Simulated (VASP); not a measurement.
# KCl (P1) in VASP: single point with PBE

Aim: the single point of KCl with PBE.

All numbers are computed with VASP 6.6.1; they aren't measurements. Logs are shortened: lines on timing, memory, paths and dates and some standing lists are left out, and cuts for length are marked.

**1. The cell of the first run**

The typed cell holds 4 atoms: a = 4.511 Å, b = 4.511 Å, c = 7.813 Å, α = 73.22°, β = 73.22°, γ = 60.00°.

**2. Single point, PBE (atoms displaced along several vibrational modes)**

INCAR

```
SYSTEM = KCl
PREC = Accurate
ENCUT = 520
EDIFF = 1E-6
ISMEAR = 0
SIGMA = 0.05
LREAL = .FALSE.
LASPH = .TRUE.
NELM = 60
ALGO = Normal
ISIF = 2
LWAVE = .FALSE.
LCHARG = .FALSE.
GGA = PE
NBANDS = 24
```

KPOINTS

```
regular mesh
0
G
  6 6 6
  0 0 0
```

POSCAR

```
KCl
1.0
    0.0000000000     -3.1897839381     -3.1897839381
   -3.1897839381      0.0000000000     -3.1897839381
    3.1897839381      3.1897839381     -6.3795678762
K Cl
2 2
Direct
   -0.0852302916      0.1182880290     -0.0029348584
    0.6028394422      0.3758422541      0.4970651416
    0.7402893109      0.7532368964      0.7532368964
    0.2402893109      0.2532368964      0.2532368964
```

Potentials or basis: VASP PAW PBE potentials, release 64 (K_sv, Cl).

Started as:

```sh
$ cat potpaw_PBE.64/K_sv/POTCAR potpaw_PBE.64/Cl/POTCAR > POTCAR
$ mpirun -np 1 vasp_std > vasp.out
```

OUTCAR:

```text
SYSTEM = KCl
   PREC = Accurate
   ENCUT = 520
   EDIFF = 1E-6
   ISMEAR = 0
   LREAL = .FALSE.
   LASPH = .TRUE.
   NELM = 60
   ISIF = 2
   GGA = PE

 ion  position               nearest neighbor table
   1  0.915  0.118  0.997-   3 2.81   4 2.99   4 3.13
   2  0.603  0.376  0.497-   3 2.83   4 2.84   4 3.15
   3  0.740  0.753  0.753-   1 2.81   2 2.83
   4  0.240  0.253  0.253-   2 2.84   1 2.99   1 3.13   2 3.15

  LATTYP: Found a trigonal (rhomboedric) cell.
 ALAT       =     7.8133430381
 COS(alpha) =     0.8333333333

  Lattice vectors:

 A1 = (   3.1897839381,   6.3795678762,  -3.1897839381)
 A2 = (   6.3795678762,   3.1897839381,  -3.1897839381)
 A3 = (   3.1897839381,   3.1897839381,  -6.3795678762)

Analysis of symmetry for initial positions (statically):
=====================================================================
 Subroutine PRICEL returns:
 Original cell was already a primitive cell.

 Routine SETGRP: Setting up the symmetry group for a
 trigonal (rhombohedral) supercell.

 Subroutine GETGRP returns: Found  1 space group operations
 (whereof  1 operations were pure point group operations)
 out of a pool of 12 trial point group operations.

The static configuration has the point symmetry C_1 .

Analysis of symmetry for dynamics (positions and initial velocities):
=====================================================================
 Subroutine PRICEL returns:
 Original cell was already a primitive cell.

 Routine SETGRP: Setting up the symmetry group for a
 trigonal (rhombohedral) supercell.

 Subroutine GETGRP returns: Found  1 space group operations
 (whereof  1 operations were pure point group operations)
 out of a pool of 12 trial point group operations.

The dynamic configuration has the point symmetry C_1 .

 Subroutine INISYM returns: Found  1 space group operations
 (whereof  1 operations are pure point group operations),
 and found     1 'primitive' translations

----------------------------------------------------------------------------------------

                                     Primitive cell

  volume of cell :     129.8207

  direct lattice vectors                    reciprocal lattice vectors
     0.000000000 -3.189783938 -3.189783938     0.078375214 -0.235125643 -0.078375214
    -3.189783938  0.000000000 -3.189783938    -0.235125643  0.078375214 -0.078375214
     3.189783938  3.189783938 -6.379567876     0.078375214  0.078375214 -0.078375214

  length of vectors
     4.511035706  4.511035706  7.813343038     0.259941179  0.259941179  0.135749853

  position of ions in fractional coordinates (direct lattice)
     0.914769708  0.118288029  0.997065142
     0.602839442  0.375842254  0.497065142
     0.740289311  0.753236896  0.753236896
     0.240289311  0.253236896  0.253236896

  ion indices of the primitive-cell ions
   primitive index   ion index
                 1           1
                 2           2
                 3           3
                 4           4

----------------------------------------------------------------------------------------

 KPOINTS: regular mesh

Automatic generation of k-mesh.
 Grid dimensions read from file:
 generate k-points for:    6    6    6

 Generating k-lattice:

  Cartesian coordinates                     Fractional coordinates (reciprocal lattice)
     0.013062536 -0.039187607 -0.013062536     0.166666667  0.000000000  0.000000000
    -0.039187607  0.013062536 -0.013062536     0.000000000  0.166666667  0.000000000
     0.013062536  0.013062536 -0.013062536     0.000000000  0.000000000  0.166666667

  Length of vectors
     0.043323530  0.043323530  0.022624976

  Shift w.r.t. Gamma in fractional coordinates (k-lattice)
     0.000000000  0.000000000  0.000000000

 Subroutine IBZKPT returns following result:
 ===========================================

 Found    112 irreducible k-points:

 Following reciprocal coordinates:
            Coordinates               Weight
  0.000000  0.000000  0.000000      1.000000
  0.166667  0.000000  0.000000      2.000000
  0.000000  0.166667  0.000000      2.000000
 -0.166667 -0.166667 -0.166667      2.000000
  0.333333  0.000000  0.000000      2.000000
  0.000000  0.333333  0.000000      2.000000
[... 16 lines left out ...]
 -0.166667  0.500000  0.000000      2.000000
 -0.333333  0.500000  0.500000      2.000000
 [... further k-points ...]
   k-points           NKPTS =    112   k-points in BZ     NKDIM =    112   number of bands    NBANDS=     24
   number of dos      NEDOS =    301   number of ions     NIONS =      4
   total plane-waves  NPLWV =  77760
   dimension x,y,z NGX =    36 NGY =   36 NGZ =   60
   dimension x,y,z NGXF=    72 NGYF=   72 NGZF=  120
   ions per type =               2   2
   NGX,Y,Z   is equivalent  to a cutoff of  13.27, 13.27, 12.77 a.u.
   NGXF,Y,Z  is equivalent  to a cutoff of  26.53, 26.53, 25.53 a.u.
 SYSTEM =  KCl
   PREC   = accura    normal or accurate (medium, high low for compatibility)
   ISTART =      0    job   : 0-new  1-cont  2-samecut
   ICHARG =      2    charge: 1-file 2-atom 10-const
   ISPIN  =      1    spin polarized calculation?
   LNONCOLLINEAR =      F non collinear calculations
   LSORBIT =      F    spin-orbit coupling
   LASPH  =      T    aspherical Exc in radial PAW
   ENCUT  =  520.0 eV  38.22 Ry    6.18 a.u.   8.39  8.39 14.53*2*pi/ulx,y,z
   NELM   =     60;   NELMIN=  2; NELMDL= -5     # of ELM steps
   EDIFF  = 0.1E-05   stopping-criterion for ELM
   LREAL  =      F    real-space projection
   EDIFFG = 0.1E-04   stopping-criterion for IOM
   NSW    =      0    number of steps for IOM
   IBRION =     -1    ionic relax: 0-MD 1-quasi-New 2-CG
   NFREE  =      0    steps in history (QN), initial steepest desc. (CG)
   ISIF   =      2    stress and relaxation
   ISYM   =      2    0-nonsym 1-usesym 2-fastsym
   POTIM  = 0.5000    time-step for ionic-motion
   TEBEG  =    0.0;   TEEND  =   0.0 temperature during run
   PSTRESS=    0.0 pullay stress
   NELECT =      32.0000    total number of electrons
   NUPDOWN=      -1.0000    fix difference up-down
   EMIN   =  10.00;   EMAX   =-10.00  energy-range for DOS
   EFERMI =   0.00;   METHOD = LEGACY
   ISMEAR =     0;   SIGMA  =   0.05  broadening in eV -4-tet -1-fermi 0-gaus
   EFERMI_NEDOS =   21; number of points for ismear=-14 and -15
   IALGO  =     38    algorithm
   IMIX   =      4    mixing-type and parameters
     AMIX     =   0.40;   BMIX     =  1.00
     AMIX_MAG =   1.60;   BMIX_MAG =  1.00
  volume/ion in A,a.u.               =      32.46       219.02
  Fermi-wavevector in a.u.,A,eV,Ry     =   1.026464  1.939735 14.335473  1.053628
  Thomas-Fermi vector in A             =   2.160358
   LORBIT       =      0    0 simple, 1 ext, 2 COOP (PROOUT), +10 PAW based schemes
   GGA     = PE    functional components
   LHFCALC =     F    Hartree Fock is set to
   AEXX    =    0.0000 exact exchange contribution
   IVDW    =     0    specifies the selected vdW correction
   LEPSILON=     F    determine dielectric tensor
   LRPA    =     F    only Hartree local field effects (RPA)
 non-spin polarized calculation
 Gauss-broadening in eV      SIGMA  =   0.05
  energy-cutoff  :      520.00
  volume of cell :      129.82
 maximum number of plane-waves:      3525
 NGX is ok and might be reduce to    36
   NGX = 17   NGY = 17   NGZ = 29

 number of electron      32.0000003 magnetization

 Free energy of the ion-electron system (eV)
  ---------------------------------------------------
  ext. energy  EPLUGINS =         0.00000000
  ---------------------------------------------------
  free energy    TOTEN  =       -13.28111161 eV

  energy without entropy =      -13.28111161  energy(sigma->0) =      -13.28111161

 E-fermi :  -1.7713     XC(G=0):  -7.3379

 val. band max:       -2.0171793616   @ k =   0.0000   0.0000   0.0000
 cond. band min:       3.0183704081   @ k =   0.0000   0.0000   0.0000
 fundamental gap:      5.0355497696
 Fermi energy:        -1.7712612234

 k-point     1 :       0.0000    0.0000    0.0000
  band No.  band energies     occupation
      1     -29.2533      2.00000
      2     -29.2197      2.00000
      3     -14.3855      2.00000
      4     -14.1636      2.00000
      5     -12.7517      2.00000
      6     -12.7326      2.00000
[... 16 lines left out ...]
     23       7.1830      0.00000
     24       7.7098      0.00000

 k-point     2 :       0.1667    0.0000    0.0000
  band No.  band energies     occupation
      1     -29.2517      2.00000
      2     -29.2185      2.00000
      3     -14.3448      2.00000
      4     -14.1999      2.00000
      5     -12.7740      2.00000
      6     -12.7571      2.00000
[... 16 lines left out ...]
     23       7.4075      0.00000
     24       7.7975      0.00000

 k-point     3 :       0.0000    0.1667    0.0000
  band No.  band energies     occupation
      1     -29.2517      2.00000
      2     -29.2185      2.00000
      3     -14.3454      2.00000
      4     -14.1968      2.00000
      5     -12.7773      2.00000
      6     -12.7397      2.00000
[... 16 lines left out ...]
     23       7.3585      0.00000
     24       7.9147      0.00000
[... 514 lines left out ...]
 k-point    23 :      -0.1667    0.5000    0.0000
  band No.  band energies     occupation
      1     -29.2470      2.00000
      2     -29.2147      2.00000
      3     -14.2977      2.00000
      4     -14.2066      2.00000
      5     -12.8281      2.00000
      6     -12.7966      2.00000
[... 16 lines left out ...]
     23       8.2836      0.00000
     24       8.4051      0.00000

 k-point    24 :      -0.3333    0.5000    0.5000
  band No.  band energies     occupation
      1     -29.2464      2.00000
      2     -29.2151      2.00000
      3     -14.2895      2.00000
      4     -14.2254      2.00000
      5     -12.8134      2.00000
      6     -12.8040      2.00000
[... 16 lines left out ...]
     23       7.9013      0.00000
     24       8.3209      0.00000

 [... further k-points ...]

------------------------ aborting loop because EDIFF is reached ----------------------------------------

  FORCE on cell =-STRESS in cart. coord.  units (eV):
  Direction    XX          YY          ZZ          XY          YZ          ZX
  --------------------------------------------------------------------------------------
  -------------------------------------------------------------------------------------
  Total        2.4737983      1.4766135      0.0348335      0.6671670      0.0038115     -0.2248913
  in kB       30.5303006     18.2235770      0.4298959      8.2338196      0.0470393     -2.7754885
  external PRESSURE =      16.3945912 kB  Pullay stress =       0.0000000 kB

 VOLUME and BASIS-vectors are now :
 -----------------------------------------------------------------------------
  energy-cutoff  :      520.00
  volume of cell :      129.82
      direct lattice vectors                 reciprocal lattice vectors
     0.000000000 -3.189783938 -3.189783938     0.078375214 -0.235125643 -0.078375214
    -3.189783938  0.000000000 -3.189783938    -0.235125643  0.078375214 -0.078375214
     3.189783938  3.189783938 -6.379567876     0.078375214  0.078375214 -0.078375214

 POSITION                                       TOTAL-FORCE (eV/Angst)
 -----------------------------------------------------------------------------------
      2.80311      0.26250     -9.65608         0.651597     -0.246118      0.076216
      0.38667     -0.33740     -6.29284        -0.563945      0.536266     -0.061816
      0.00000      0.04130     -9.56935        -0.048184      0.015766      0.004967
      0.00000      0.04130     -3.18978        -0.039469     -0.305914     -0.019368
 -----------------------------------------------------------------------------------
    total drift:                                0.000147      0.000119      0.000042

  FREE ENERGIE OF THE ION-ELECTRON SYSTEM (eV)
  ---------------------------------------------------
  free  energy   TOTEN  =       -13.2811116098 eV

  energy  without entropy=      -13.2811116098  energy(sigma->0) =      -13.28111161
```

Run time: 2.9 min. Hardware: 1 thread of AMD EPYC 9R45 (Zen 5), shared host; peak memory 0.41 GiB.

What came out:

```yaml
Free_energy: -13.2811 eV
Pressure: 1.6 GPa
Largest_force: 0.781 eV/Å
Band_gap_on_the_k_mesh: 5.04 eV
```

Forces in eV/Å, atoms in the order of the input:
```
K    0.652 -0.246  0.076
K   -0.564  0.536 -0.062
Cl  -0.048  0.016  0.005
Cl  -0.039 -0.306 -0.019
```

Caveat: the cell differs from its parent crystal (atoms displaced along several vibrational modes).
